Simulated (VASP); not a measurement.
# Nb (I4/mmm) in VASP: further runs

Nb is run at these levels: LDA; tasks: single point.

Everything below comes from runs of VASP 6.6.1. Logs are shortened: lines on timing, memory, paths and dates and some standing lists are left out, and cuts for length are marked.

## 1. The cell of the first run

It takes space group I4/mmm (No. 139, tetragonal). Conventional cell: a = 3.328 Å, b = 3.328 Å, c = 3.765 Å, α = 90.00°, β = 90.00°, γ = 90.00°. Nb (site symmetry 4/mmm) has 14 Nb at 3.01 to 3.76 Å within 4.0 Å.

## 2. Single point, LDA (strain +0.1312 x Voigt [0, 1, 0, 0, 0, 0])

The input, INCAR:

```
PREC = Accurate
ENCUT = 500
EDIFF = 1E-6
ISMEAR = 0
SIGMA = 0.15
LREAL = False
LASPH = True
NELM = 120
ALGO = Normal
ISIF = 2
LWAVE = False
LCHARG = False
NBANDS = 12
GGA_COMPAT = False
```

The input, KPOINTS:

```
regular mesh
0
Gamma
  20 20 20
```

The input, POSCAR:

```
Nb
1.0
   -1.6639500000      1.8822602400      1.6639500000
    1.6639500000     -1.8822602400      1.6639500000
    1.6639500000      1.8822602400     -1.6639500000
Nb
1
Direct
    0.0000000000      0.0000000000      0.0000000000
```

Potentials or basis: VASP PAW LDA potentials, release 64 (Nb_sv).

Command:

```console
$ cat potpaw_LDA.64/Nb_sv/POTCAR > POTCAR
$ mpirun -np 1 vasp_std > vasp.out
```

OUTCAR:

```text
PREC = Accurate
   ENCUT = 500
   EDIFF = 1E-6
   ISMEAR = 0
   LREAL = False
   LASPH = True
   NELM = 120
   ISIF = 2

 ion  position               nearest neighbor table
   1  0.000  0.000  0.000-

  LATTYP: Found a body centered tetragonal cell.
 ALAT       =     3.3279000000
 C/A-ratio  =     1.1312000000

  Lattice vectors:

 A1 = (  -1.6639500000,  -1.8822602400,   1.6639500000)
 A2 = (   1.6639500000,  -1.8822602400,  -1.6639500000)
 A3 = (   1.6639500000,   1.8822602400,   1.6639500000)

Analysis of symmetry for initial positions (statically):
=====================================================================
 Subroutine PRICEL returns:
 Original cell was already a primitive cell.

 Routine SETGRP: Setting up the symmetry group for a
 body centered tetragonal supercell.

 Subroutine GETGRP returns: Found 16 space group operations
 (whereof 16 operations were pure point group operations)
 out of a pool of 16 trial point group operations.

The static configuration has the point symmetry D_4h.

Analysis of symmetry for dynamics (positions and initial velocities):
=====================================================================
 Subroutine PRICEL returns:
 Original cell was already a primitive cell.

 Routine SETGRP: Setting up the symmetry group for a
 body centered tetragonal supercell.

 Subroutine GETGRP returns: Found 16 space group operations
 (whereof 16 operations were pure point group operations)
 out of a pool of 16 trial point group operations.

The dynamic configuration has the point symmetry D_4h.

 Subroutine INISYM returns: Found 16 space group operations
 (whereof 16 operations are pure point group operations),
 and found     1 'primitive' translations

----------------------------------------------------------------------------------------

                                     Primitive cell

  volume of cell :      20.8459

  direct lattice vectors                    reciprocal lattice vectors
    -1.663950000  1.882260240  1.663950000     0.000000000  0.265638082  0.300489798
     1.663950000 -1.882260240  1.663950000     0.300489798  0.000000000  0.300489798
     1.663950000  1.882260240 -1.663950000     0.300489798  0.265638082  0.000000000

  length of vectors
     3.013364036  3.013364036  3.013364036     0.401070704  0.424956748  0.401070704

  position of ions in fractional coordinates (direct lattice)
     0.000000000  0.000000000  0.000000000

  ion indices of the primitive-cell ions
   primitive index   ion index
                 1           1

----------------------------------------------------------------------------------------

 KPOINTS: regular mesh

Automatic generation of k-mesh.
 Grid dimensions read from file:
 generate k-points for:   20   20   20

 Generating k-lattice:

  Cartesian coordinates                     Fractional coordinates (reciprocal lattice)
     0.000000000  0.013281904  0.015024490     0.050000000  0.000000000  0.000000000
     0.015024490  0.000000000  0.015024490     0.000000000  0.050000000  0.000000000
     0.015024490  0.013281904  0.000000000     0.000000000  0.000000000  0.050000000

  Length of vectors
     0.020053535  0.021247837  0.020053535

  Shift w.r.t. Gamma in fractional coordinates (k-lattice)
     0.000000000  0.000000000  0.000000000

 Subroutine IBZKPT returns following result:
 ===========================================

 Found    641 irreducible k-points:

 Following reciprocal coordinates:
            Coordinates               Weight
  0.000000  0.000000  0.000000      1.000000
  0.050000  0.000000 -0.000000      8.000000
  0.100000  0.000000 -0.000000      8.000000
  0.150000  0.000000 -0.000000      8.000000
  0.200000  0.000000 -0.000000      8.000000
  0.250000  0.000000  0.000000      8.000000
[... 16 lines left out ...]
 -0.450000  0.050000  0.000000     16.000000
 -0.400000  0.050000  0.000000     16.000000
 [... further k-points ...]
   k-points           NKPTS =    641   k-points in BZ     NKDIM =    641   number of bands    NBANDS=     12
   number of dos      NEDOS =    301   number of ions     NIONS =      1
   total plane-waves  NPLWV =  13824
   dimension x,y,z NGX =    24 NGY =   24 NGZ =   24
   dimension x,y,z NGXF=    48 NGYF=   48 NGZF=   48
   ions per type =               1
   NGX,Y,Z   is equivalent  to a cutoff of  13.24, 13.24, 13.24 a.u.
   NGXF,Y,Z  is equivalent  to a cutoff of  26.48, 26.48, 26.48 a.u.
 SYSTEM =  unknown system
   PREC   = accura    normal or accurate (medium, high low for compatibility)
   ISTART =      0    job   : 0-new  1-cont  2-samecut
   ICHARG =      2    charge: 1-file 2-atom 10-const
   ISPIN  =      1    spin polarized calculation?
   LNONCOLLINEAR =      F non collinear calculations
   LSORBIT =      F    spin-orbit coupling
   LASPH  =      T    aspherical Exc in radial PAW
   ENCUT  =  500.0 eV  36.75 Ry    6.06 a.u.   5.49  5.49  5.49*2*pi/ulx,y,z
   NELM   =    120;   NELMIN=  2; NELMDL= -5     # of ELM steps
   EDIFF  = 0.1E-05   stopping-criterion for ELM
   LREAL  =      F    real-space projection
   EDIFFG = 0.1E-04   stopping-criterion for IOM
   NSW    =      0    number of steps for IOM
   IBRION =     -1    ionic relax: 0-MD 1-quasi-New 2-CG
   NFREE  =      0    steps in history (QN), initial steepest desc. (CG)
   ISIF   =      2    stress and relaxation
   ISYM   =      2    0-nonsym 1-usesym 2-fastsym
   POTIM  = 0.5000    time-step for ionic-motion
   TEBEG  =    0.0;   TEEND  =   0.0 temperature during run
   PSTRESS=    0.0 pullay stress
   NELECT =      13.0000    total number of electrons
   NUPDOWN=      -1.0000    fix difference up-down
   EMIN   =  10.00;   EMAX   =-10.00  energy-range for DOS
   EFERMI =   0.00;   METHOD = LEGACY
   ISMEAR =     0;   SIGMA  =   0.15  broadening in eV -4-tet -1-fermi 0-gaus
   EFERMI_NEDOS =   21; number of points for ismear=-14 and -15
   IALGO  =     38    algorithm
   IMIX   =      4    mixing-type and parameters
     AMIX     =   0.40;   BMIX     =  1.00
     AMIX_MAG =   1.60;   BMIX_MAG =  1.00
  volume/ion in A,a.u.               =      20.85       140.67
  Fermi-wavevector in a.u.,A,eV,Ry     =   1.398672  2.643107 26.616851  1.956283
  Thomas-Fermi vector in A             =   2.521807
   LORBIT       =      0    0 simple, 1 ext, 2 COOP (PROOUT), +10 PAW based schemes
   GGA     = CA    functional components
   LHFCALC =     F    Hartree Fock is set to
   AEXX    =    0.0000 exact exchange contribution
   IVDW    =     0    specifies the selected vdW correction
   LEPSILON=     F    determine dielectric tensor
   LRPA    =     F    only Hartree local field effects (RPA)
 non-spin polarized calculation
 Gauss-broadening in eV      SIGMA  =   0.15
  energy-cutoff  :      500.00
  volume of cell :       20.85
 maximum number of plane-waves:       544
 NGX is ok and might be reduce to    24
   NGX = 11   NGY = 11   NGZ = 11

 number of electron      12.9999999 magnetization

 Free energy of the ion-electron system (eV)
  ---------------------------------------------------
  ext. energy  EPLUGINS =         0.00000000
  ---------------------------------------------------
  free energy    TOTEN  =       -10.86231956 eV

  energy without entropy =      -10.84302048  energy(sigma->0) =      -10.85267002

 E-fermi :   9.1225     XC(G=0): -11.9805

 val. band max:        9.1218870983   @ k =   0.4000  -0.3500   0.0500
 cond. band min:       9.1231225581   @ k =   0.4000  -0.3000   0.1000
 fundamental gap:      0.0012354598
 Fermi energy:         9.1224641420

 k-point     1 :       0.0000    0.0000    0.0000
  band No.  band energies     occupation
      1     -45.2245      2.00000
      2     -20.9281      2.00000
      3     -20.9263      2.00000
      4     -20.9263      2.00000
      5       3.4572      2.00000
      6       9.1894      0.52808
      7       9.1894      0.52808
      8      10.2129      0.00000
      9      11.0643      0.00000
     10      12.3425      0.00000
     11      21.8264      0.00000
     12      23.6254      0.00000

 k-point     2 :       0.0500    0.0000   -0.0000
  band No.  band energies     occupation
      1     -45.2213      2.00000
      2     -20.9496      2.00000
      3     -20.9322      2.00000
      4     -20.9273      2.00000
      5       3.5427      2.00000
      6       9.1824      0.57175
      7       9.2163      0.37650
      8      10.2160      0.00000
      9      11.0279      0.00000
     10      12.3044      0.00000
     11      21.9780      0.00000
     12      23.6800      0.00000

 k-point     3 :       0.1000    0.0000   -0.0000
  band No.  band energies     occupation
      1     -45.2119      2.00000
      2     -21.0145      2.00000
      3     -20.9494      2.00000
      4     -20.9278      2.00000
      5       3.7919      2.00000
      6       9.1492      0.80089
      7       9.2550      0.21144
      8      10.2731      0.00000
      9      10.9451      0.00000
     10      12.2108      0.00000
     11      22.3748      0.00000
     12      23.7222      0.00000
[... 286 lines left out ...]
 k-point    23 :      -0.4500    0.0500    0.0000
  band No.  band energies     occupation
      1     -45.0978      2.00000
      2     -21.7438      2.00000
      3     -21.1581      2.00000
      4     -20.9392      2.00000
      5       5.9776      2.00000
      6       8.3050      2.00000
      7       9.9740      0.00000
      8      10.9667      0.00000
      9      12.5102      0.00000
     10      13.8955      0.00000
     11      19.2371      0.00000
     12      20.9604      0.00000

 k-point    24 :      -0.4000    0.0500    0.0000
  band No.  band energies     occupation
      1     -45.1103      2.00000
      2     -21.6676      2.00000
      3     -21.1362      2.00000
      4     -20.9372      2.00000
      5       5.9421      2.00000
      6       8.4217      2.00000
      7       9.4332      0.00339
      8      11.0310      0.00000
      9      12.2765      0.00000
     10      13.3297      0.00000
     11      19.9892      0.00000
     12      21.5680      0.00000

 [... further k-points ...]

------------------------ aborting loop because EDIFF is reached ----------------------------------------

  FORCE on cell =-STRESS in cart. coord.  units (eV):
  Direction    XX          YY          ZZ          XY          YZ          ZX
  --------------------------------------------------------------------------------------
  -------------------------------------------------------------------------------------
  Total       -2.8588888     -4.0962585     -2.8588888      0.0000000      0.0000000      0.0000000
  in kB     -219.7291302   -314.8311770   -219.7291302      0.0000000      0.0000000      0.0000000
  external PRESSURE =    -251.4298124 kB  Pullay stress =       0.0000000 kB

 VOLUME and BASIS-vectors are now :
 -----------------------------------------------------------------------------
  energy-cutoff  :      500.00
  volume of cell :       20.85
      direct lattice vectors                 reciprocal lattice vectors
    -1.663950000  1.882260240  1.663950000     0.000000000  0.265638082  0.300489798
     1.663950000 -1.882260240  1.663950000     0.300489798  0.000000000  0.300489798
     1.663950000  1.882260240 -1.663950000     0.300489798  0.265638082  0.000000000

 POSITION                                       TOTAL-FORCE (eV/Angst)
 -----------------------------------------------------------------------------------
      0.00000      0.00000      0.00000         0.000000      0.000000      0.000000
 -----------------------------------------------------------------------------------
    total drift:                                0.000000      0.000000      0.000000

  FREE ENERGIE OF THE ION-ELECTRON SYSTEM (eV)
  ---------------------------------------------------
  free  energy   TOTEN  =       -10.8623195641 eV

  energy  without entropy=      -10.8430204840  energy(sigma->0) =      -10.85267002
```

Wall time 43 s (1 thread of Intel Xeon Platinum 8559C (Emerald Rapids), shared host); peak memory 0.24 GiB.

Results:

| Quantity | Value |
| --- | --- |
| Free energy | -10.8623 eV |
| Pressure | -25.1 GPa |

Levels at points of the mesh, in eV from the Fermi level:
```
           k point  band 3  band 4  band 5  band 6  band 7  band 8  band 9  band 10
(0.00, 0.00, 0.00)  -30.05  -30.05   -5.67    0.07    0.07    1.09    1.94     3.22
(0.50, 0.00, 0.00)  -30.29  -30.06   -3.22   -0.89    1.49    1.78    3.52     5.01
(0.00, 0.50, 0.00)  -30.38  -30.13   -3.26   -2.04    2.22    3.57    3.76     5.31
(0.50, 0.50, 0.50)  -30.57  -30.57   -3.16   -2.88    4.39    4.74    4.74     6.08
```

Caveat: the cell differs from its parent crystal (strain +0.1312 x Voigt [0, 1, 0, 0, 0, 0]).

(Continued in part 2 of 2.)
